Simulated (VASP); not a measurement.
Wanted: the native input for a VASP 6.6.1 run.

| Quantity | Value |
| --- | --- |
| Task | single point |
| Functional | revPBE |
| Potentials or basis | VASP PAW PBE potentials, release 64 (Cl, Br, Ag) |
| Cutoff | 520 eV |
| k mesh | 1 × 1 × 1, shifted |
| Occupations | fermi-dirac, width 0.05 eV |
| Spin | no spin polarisation |
| Dipole correction | no |
| Further INCAR settings | LREAL = Auto; ALGO = Normal; EDIFF = 1e-07; NBANDS = 86 |

The structure of Ag4BrCl3 lies in POSCAR:

```
Ag4BrCl3
1.0
   11.0362910000      0.0000000000      0.0000000000
    0.0000000000      5.5181450000      0.0000000000
    0.0000000000      0.0000000000      5.5181450000
Cl Br Ag
6 2 8
Direct
    0.2514270000      0.9980500000      0.0001720000
    0.7511420000      0.9975270000      0.0020930000
    0.9949070000      0.5024640000      0.9803120000
    0.9989120000      0.0078570000      0.5030760000
    0.2549360000      0.5004110000      0.5045130000
    0.7533860000      0.5113670000      0.4956080000
    0.5080440000      0.5000220000      0.9842870000
    0.4993890000      0.9966130000      0.5054010000
    0.0000960000      0.0029770000      0.9924560000
    0.5036500000      0.9932330000      0.9880300000
    0.2529770000      0.5000160000      0.9935270000
    0.7411850000      0.5039340000      0.9972720000
    0.2548160000      0.0035530000      0.4917820000
    0.7496220000      0.0044150000      0.4951970000
    0.0012880000      0.4900080000      0.4958850000
    0.5008070000      0.5026520000      0.4923080000
```

These files were run (other wordings do the same):

INCAR

```
SYSTEM = Ag4BrCl3
PREC = Accurate ; ENCUT = 520
EDIFF = 1E-7 ; ISMEAR = -1
SIGMA = 0.05 ; LREAL = Auto
LASPH = .TRUE. ; NELM = 100
ALGO = Normal ; ISIF = 2
LWAVE = .FALSE. ; LCHARG = .FALSE.
GGA = RE ; NBANDS = 86
```

KPOINTS

```
Automatic mesh
0
Gamma
  1 1 1
  0.5 0.5 0.5
```

Potentials or basis: VASP PAW PBE potentials, release 64 (Cl, Br, Ag).

The run is started by

```sh
$ cat potpaw_PBE.64/Cl/POTCAR potpaw_PBE.64/Br/POTCAR potpaw_PBE.64/Ag/POTCAR > POTCAR
$ mpirun -np 1 vasp_std > vasp.out
```

Results of the run:

The pressure is 20.1 GPa and the largest force is 0.639 eV/Å.

Caveat: the k points lie up to 1.14 Å⁻¹ apart; the PAW data sets were made with another functional, which shifts forces and pressure a little.

Run time: 45 s on 1 thread of Intel(R) Xeon(R) 6975P-C (Granite Rapids) (shared host), peak memory 0.37 GiB.
